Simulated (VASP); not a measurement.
# Tl (P6_3/mmc) in VASP: notebook, part 2 of 2

VASP 6.6.1. Earlier steps stand in the parts before.

### Step 3. Single point, RPBE (37.89 Å³/atom)

This run uses another cell than the first one, of 37.89 Å³/atom.

File INCAR:

```
SYSTEM = Tl
PREC     = Accurate       ! precision mode
ENCUT    = 520            ! plane-wave cutoff, eV
EDIFF    = 1E-6           ! SCF threshold, eV
ISMEAR   = -1             ! smearing method
SIGMA    = 0.1            ! smearing width, eV
LREAL    = .FALSE.        ! projectors in reciprocal space
LASPH    = .TRUE.         ! aspherical terms in the spheres
NELM     = 80             ! most SCF steps
ALGO     = Normal         ! electronic algorithm
ISIF     = 2              ! what is computed and relaxed
LWAVE    = .FALSE.        ! write WAVECAR
LCHARG   = .FALSE.        ! write CHGCAR
GGA      = RP             ! functional
NBANDS   = 20             ! bands
```

File KPOINTS:

```
Automatic mesh
0
G
  16 16 9
  0 0 0
```

File POSCAR:

```
Tl
1.0
    3.8320212364      0.0000000000      0.0000000000
   -1.9160106182      3.3186277386      0.0000000000
    0.0000000000      0.0000000000      5.9587011883
Tl
2
Direct
    0.3333333333      0.6666666667      0.2500000000
    0.6666666667      0.3333333333      0.7500000000
```

Potentials or basis: VASP PAW PBE potentials, release 64 (Tl_d).

Run with:

```
cat potpaw_PBE.64/Tl_d/POTCAR > POTCAR
mpirun -np 1 vasp_std > vasp.out
```

OUTCAR:

```text
SYSTEM = Tl
   PREC = Accurate
   ENCUT = 520
   EDIFF = 1E-6
   ISMEAR = -1
   LREAL = .FALSE.
   LASPH = .TRUE.
   NELM = 80
   ISIF = 2
   GGA = RP

 ion  position               nearest neighbor table
   1  0.333  0.667  0.250-   2 3.71   2 3.71   2 3.71   2 3.71   2 3.71   2 3.71
   2  0.667  0.333  0.750-   1 3.71   1 3.71   1 3.71   1 3.71   1 3.71   1 3.71

  LATTYP: Found a hexagonal cell.
 ALAT       =     3.8320212364
 C/A-ratio  =     1.5549760350

  Lattice vectors:

 A1 = (   3.8320212364,   0.0000000000,   0.0000000000)
 A2 = (  -1.9160106182,   3.3186277386,   0.0000000000)
 A3 = (   0.0000000000,   0.0000000000,   5.9587011883)

Analysis of symmetry for initial positions (statically):
=====================================================================
 Subroutine PRICEL returns:
 Original cell was already a primitive cell.

 Routine SETGRP: Setting up the symmetry group for a
 hexagonal supercell.

 Subroutine GETGRP returns: Found 24 space group operations
 (whereof 12 operations were pure point group operations)
 out of a pool of 24 trial point group operations.

The static configuration has the point symmetry D_3d.
[... 160 lines left out ...]

  energy without entropy =       -3.60413558  energy(sigma->0) =       -3.62506282

 E-fermi :   4.2520     XC(G=0):  -8.7081

 val. band max:        4.2492622594   @ k =   0.2500   0.0000   0.2222
 cond. band min:       4.2768790665   @ k =   0.3125   0.3125   0.2222
 fundamental gap:      0.0276168071
 Fermi energy:         4.2520111471

 k-point     1 :       0.0000    0.0000    0.0000
  band No.  band energies     occupation
      1      -7.3113      2.00000
      2      -7.2422      2.00000
      3      -7.2422      2.00000
      4      -7.2346      2.00000
      5      -7.2179      2.00000
      6      -7.2179      2.00000
[... 541 lines left out ...]
     19      11.5613      0.00000
     20      14.0388      0.00000

 [... further k-points ...]

------------------------ aborting loop because EDIFF is reached ----------------------------------------

  FORCE on cell =-STRESS in cart. coord.  units (eV):
  Direction    XX          YY          ZZ          XY          YZ          ZX
  --------------------------------------------------------------------------------------
  -------------------------------------------------------------------------------------
  Total       -0.7729216     -0.7729216     -0.8462846      0.0000000     -0.0000000      0.0000000
  in kB      -16.3421039    -16.3421039    -17.8932401      0.0000000     -0.0000000      0.0000000
  external PRESSURE =     -16.8591493 kB  Pullay stress =       0.0000000 kB

 VOLUME and BASIS-vectors are now :
 -----------------------------------------------------------------------------
  energy-cutoff  :      520.00
  volume of cell :       75.78
      direct lattice vectors                 reciprocal lattice vectors
     3.832021236  0.000000000  0.000000000     0.260958888  0.150664684  0.000000000
    -1.916010618  3.318627739  0.000000000     0.000000000  0.301329368  0.000000000
     0.000000000  0.000000000  5.958701188     0.000000000  0.000000000  0.167821807

 POSITION                                       TOTAL-FORCE (eV/Angst)
 -----------------------------------------------------------------------------------
     -0.00000      2.21242      1.48968        -0.000000      0.000000      0.000000
      1.91601      1.10621      4.46903         0.000000      0.000000      0.000000
 -----------------------------------------------------------------------------------
    total drift:                               -0.000000      0.000000      0.000000

  FREE ENERGIE OF THE ION-ELECTRON SYSTEM (eV)
  ---------------------------------------------------
  free  energy   TOTEN  =        -3.6459900599 eV

  energy  without entropy=       -3.6041355812  energy(sigma->0) =       -3.62506282
```

stdout:

```text
POSCAR found type information on POSCAR Tl
 POSCAR found :  1 types and       2 ions
 scaLAPACK will be used
 -----------------------------------------------------------------------------
|                                                                             |
|                                                                             |
|     You enforced a specific xc type in the INCAR file but a different       |
|     I HOPE YOU KNOW WHAT YOU ARE DOING!                                     |
|                                                                             |
 -----------------------------------------------------------------------------

 LDA part: xc-table for (Slater+PW92), standard interpolation
 POSCAR, INCAR and KPOINTS ok, starting setup
 FFT: planning ... GRIDC
 FFT: planning ... GRID_SOFT
 FFT: planning ... GRID
 WAVECAR not read
 entering main loop
```

Wall time 2.8 min (1 thread of Intel Xeon Platinum 8375C at 2.90GHz (Ice Lake), shared host); peak memory 0.32 GiB.

What came out:

- Free energy: -3.6460 eV
- Pressure: -1.7 GPa
- Band gap on the k mesh: zero (bands 13 and 14 overlap by 3.35 eV)

Stress tensor (GPa, compression positive):
```
-1.63  0.00  0.00
 0.00 -1.63  0.00
 0.00  0.00 -1.79
```

Levels at points of the mesh, in eV from the Fermi level:
| k point | band 10 | band 11 | band 12 | band 13 | band 14 | band 15 | band 16 | band 17 |
| --- | --- | --- | --- | --- | --- | --- | --- | --- |
| (0.00, 0.00, 0.00) | -11.28 | -8.48 | -5.09 | -1.83 | 5.95 | 5.95 | 7.55 | 7.55 |
| (0.50, 0.00, 0.00) | -11.25 | -5.73 | -4.68 | -0.76 | 0.66 | 1.27 | 3.12 | 3.21 |

Caveat: the PAW data sets were made with another functional, which shifts forces and pressure a little; spin-orbit coupling is left out, which moves the levels of the heavy elements.
